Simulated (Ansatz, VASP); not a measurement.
**One calculation of S, two programs**

File INCAR:

```
  PREC = Accurate
  ENCUT = 520
  EDIFF = 1E-6
  ISMEAR = 0
  SIGMA = 0.15
  LREAL = False
  LASPH = True
  NELM = 60
  ALGO = Normal
  ISIF = 2
  LWAVE = False
  LCHARG = False
  GGA = PS
  NBANDS = 9
```

Contents of KPOINTS:

```
regular mesh
0
Gamma
  20 20 20
```

POSCAR

```
S
1.0
    0.0000000000      1.9943503440      1.9943503440
    1.9943503440      0.0000000000      1.9943503440
    1.9943503440      1.9943503440      0.0000000000
S
1
Direct
    0.0000000000      0.0000000000      0.0000000000
```

Input for Ansatz:

```yaml
crystal:
  lattice:
    - [0.0, 1.994350344, 1.994350344]
    - [1.994350344, 0.0, 1.994350344]
    - [1.994350344, 1.994350344, 0.0]
  atoms:
    - { symbol: S, position: [0.0, 0.0, 0.0] }
basis:
  ecutwfc: 420
kpoints:
  mp_grid: { grid: [20, 20, 20] }
hamiltonian:
  xc: pbesol
scf:
  occupations: { method: gaussian, width: 0.15 }
output:
  forces: true
  stress: true
  eigenvalues: true
```

Alike in both runs: task single point; functional PBEsol; k mesh 20 × 20 × 20; occupations gaussian, width 0.15 eV; no spin polarisation.

|  | VASP | Ansatz |
| --- | --- | --- |
| version | VASP 6.6.1 | Ansatz 0.2.0 |
| potentials or method | VASP PAW PBE potentials, release 64 (S), cutoff 520 eV | scalar-relativistic, plane waves, PAW |
| valence electrons in the cell | 6 | 6 |

```tsv
	VASP	Ansatz	Ansatz less VASP
gap on the k mesh at the Fermi level (eV)	none	none	-
pressure (GPa)	-5.2	-5.2	-0.03
```

VASP's potentials were made for PBE, not for PBEsol. A gap of «none» marks a metal or a gap that the smearing closes. The functional is the same, so the differences come from potentials, cutoffs and numerics.
